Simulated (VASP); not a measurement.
FeO, 4 atoms in the cell. The typed cell holds 4 atoms: a = 5.868 Å, b = 3.032 Å, c = 2.926 Å, α = 59.71°, β = 55.71°, γ = 56.85°. 

| Property | Result |
| --- | --- |
| Program | VASP 6.6.1 |
| Task | single point |
| Functional | PBE |
| Potentials or basis | VASP PAW PBE potentials, release 64 (Fe, O) |
| Cutoff | 520 eV |
| k mesh | 3 × 3 × 3 |
| Occupations | fermi-dirac, width 0.15 eV |
| Spin | collinear spin, antiferromagnetic start |
| Starting moments | [3.4, -3.4, 0.0, 0.0] μB |
| Hubbard terms | Fe d U = 4.0 eV |
| Dipole correction | no |
| Further INCAR settings | ALGO = Normal; EDIFF = 1e-06; NBANDS = 26 |

Potentials or basis: VASP PAW PBE potentials, release 64 (Fe, O).

Command:

```console
$ cat potpaw_PBE.64/Fe/POTCAR potpaw_PBE.64/O/POTCAR > POTCAR
$ mpirun -np 1 vasp_std > vasp.out
```

Hardware: 1 thread of Intel(R) Xeon(R) 6975P-C (Granite Rapids), with other jobs on the host.

Q: Estimate the wall time of this run.

A: Wall time 73 s on 1 thread of Intel(R) Xeon(R) 6975P-C (Granite Rapids) (shared host), peak memory 0.19 GiB. Counts: scf iterations 47, k points 14.
